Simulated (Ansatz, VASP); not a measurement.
Be3S in VASP and in Ansatz

```
Be S
1.0
     3.47637    0.00000    0.00000
     0.00000    3.47637    0.00000
     0.00000    0.00000    6.95273
Be S
6 2
Cartesian
  0.0000 1.7382 1.7382
  0.0000 1.7382 5.2145
  1.7382 3.4764 1.7382
  1.7382 3.4764 5.2145
  1.7382 1.7382 0.0000
  1.7382 1.7382 3.4764
  0.0000 3.4764 3.4764
  0.0000 0.0000 6.9527
```

Alike in both runs: task single point; functional PBE; k mesh 8 × 8 × 4; occupations gaussian, width 0.1 eV; no spin polarisation.

|  | VASP | Ansatz |
| --- | --- | --- |
| version | VASP 6.6.1 | Ansatz 0.2.0 |
| potentials or method | VASP PAW PBE potentials, release 64 (Be, S), cutoff 520 eV | scalar-relativistic, plane waves, PAW |
| valence electrons in the cell | 24 | 24 |

Ansatz gave:

| Property | Result |
| --- | --- |
| gap on the k mesh at the Fermi level (eV) | none |
| pressure (GPa) | -0.5 |

Task: Which values does VASP return?

Result: gap on the k mesh at the Fermi level (eV): none; pressure (GPa): -0.4.

A gap of «none» marks a metal or a gap that the smearing closes.
